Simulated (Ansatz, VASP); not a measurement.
# PbSe: VASP beside Ansatz

Contents of INCAR:

```
PREC = Accurate
ENCUT = 520
EDIFF = 1E-7
ISMEAR = -1
SIGMA = 0.02
LREAL = F
LASPH = T
NELM = 100
ALGO = Normal
ISIF = 2
LWAVE = F
LCHARG = F
GGA = PE
NBANDS = 17
```

File KPOINTS:

```
regular mesh
0
Gamma
  8 8 8
```

The input POSCAR:

```
PbSe
1.0
   -0.0860203568      3.0887022205      3.0887022205
    3.0887022205     -0.0860203568      3.0887022205
    3.0026818636      3.0026818636      0.0000000000
Pb Se
1 1
Direct
    0.0000000000      0.0000000000      0.0000000000
    0.5000000000      0.5000000000      0.5000000000
```

Input for Ansatz:

```yaml
crystal:
  lattice:
    - [-0.0860203568, 3.0887022205, 3.0887022205]
    - [3.0887022205, -0.0860203568, 3.0887022205]
    - [3.0026818636, 3.0026818636, 0.0]
  atoms:
    - { symbol: Pb, position: [0.0, 0.0, 0.0] }
    - { symbol: Se, position: [0.5, 0.5, 0.5] }
kpoints:
  mp_grid: { grid: [8, 8, 8] }
  band_path:
    path:
      - [0.0, 0.0, 0.0]
      - [0.5, 0.0, 0.5]
      - [0.625, 0.25, 0.625]
      - [0.375, 0.375, 0.75]
      - [0.5, 0.5, 0.5]
      - [0.5, 0.25, 0.75]
      - [0.0, 0.5, 0.0]
      - [0.0, 0.0, 0.5]
    npoints: 1
hamiltonian:
  xc: pbe
scf:
  occupations: { method: fermi_dirac, width: 0.02 }
  n_extra_bands: 4
output:
  forces: true
  stress: true
  eigenvalues: true
```

Change from the starting cell: shear_xy strain -5.6%.

Alike in both runs: task single point; functional PBE; k mesh 8 × 8 × 8; occupations fermi-dirac, width 0.02 eV; no spin polarisation.

|  | VASP | Ansatz |
| --- | --- | --- |
| version | VASP 6.6.1 | Ansatz 0.2.0 |
| potentials or method | VASP PAW PBE potentials, release 64 (Pb_d, Se) | plane waves, PAW |
| plane-wave cutoff (eV) | 520 | 420 |
| valence electrons in the cell | 20 | 30 |

```tsv
	VASP	Ansatz	Ansatz less VASP
pressure (GPa)	0.9	0.9	+0.02
traceless stress, the component that is largest in VASP (GPa)	0.95	0.95	-0.001
```

VASP's potentials hold 20 valence electrons a cell and Ansatz's 30, so a difference there can come from the potentials and not from the codes.

Neither program's run includes spin-orbit coupling.
